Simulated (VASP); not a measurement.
CoO, 2 atoms in the cell. It takes space group Fm-3m (No. 225, cubic). Conventional cell: a = 4.260 Å, b = 4.260 Å, c = 4.260 Å, α = 90.00°, β = 90.00°, γ = 90.00°. Co (site symmetry m-3m) has 6 O at 2.13 Å within 2.8 Å. O (site symmetry m-3m) has 6 Co at 2.13 Å within 2.8 Å. 

| Item | Value |
| --- | --- |
| Program | VASP 6.6.1 |
| Task | single point |
| Functional | PBE |
| Potentials or basis | VASP PAW PBE potentials, release 64 (Co, O) |
| Cutoff | 600 eV |
| k mesh | 4 × 4 × 4 |
| Occupations | fermi-dirac, width 0.05 eV |
| Spin | collinear spin, ferromagnetic start |
| Starting moments | [3.0, 0.0] μB |
| Hubbard terms | Co d U = 4.0 eV |
| Dipole correction | no |
| Further INCAR settings | ALGO = Normal; EDIFF = 1e-06; NBANDS = 18 |

Potentials or basis: VASP PAW PBE potentials, release 64 (Co, O).

The run is started by

```sh
$ cat potpaw_PBE.64/Co/POTCAR potpaw_PBE.64/O/POTCAR > POTCAR
$ mpirun -np 1 vasp_std > vasp.out
```

Hardware: 1 thread of Intel(R) Xeon(R) 6975P-C (Granite Rapids) (shared host).

Question: How long does it take, and how much memory?

Answer: It took 5.4 s on 1 thread of Intel(R) Xeon(R) 6975P-C (Granite Rapids) (shared host), peak memory 0.14 GiB. Counts: scf iterations 15, k points 8.
